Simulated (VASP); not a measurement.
Input of a VASP 6.6.1 run:

File INCAR:

```
SYSTEM = Mo
PREC = Accurate ; ENCUT = 500
EDIFF = 1E-6 ; ISMEAR = 1
SIGMA = 0.05 ; LREAL = .FALSE.
LASPH = .TRUE. ; NELM = 120
ALGO = Normal ; ISIF = 2
LWAVE = .FALSE. ; LCHARG = .FALSE.
GGA = PE ; NBANDS = 13
GGA_COMPAT = .FALSE.
```

Contents of KPOINTS:

```
Automatic mesh
0
G
  10 10 10
  0 0 0
```

POSCAR

```
Mo
1.0
   -1.5734150000      1.5734150000      1.5734150000
    1.5734150000     -1.5734150000      1.5734150000
    1.5734150000      1.5734150000     -1.5734150000
Mo
1
Direct
    0.0000000000      0.0000000000      0.0000000000
```

Potentials or basis: VASP PAW PBE potentials, release 64 (Mo_sv).

Run with:

```sh
$ cat potpaw_PBE.64/Mo_sv/POTCAR > POTCAR
$ mpirun -np 1 vasp_std > vasp.out
```

Predict the band gap on the k mesh.

zero (band 7 reaches 16.67 eV, above the bottom of band 8 at 11.29 eV).

Predict the pressure.

3.4 GPa.
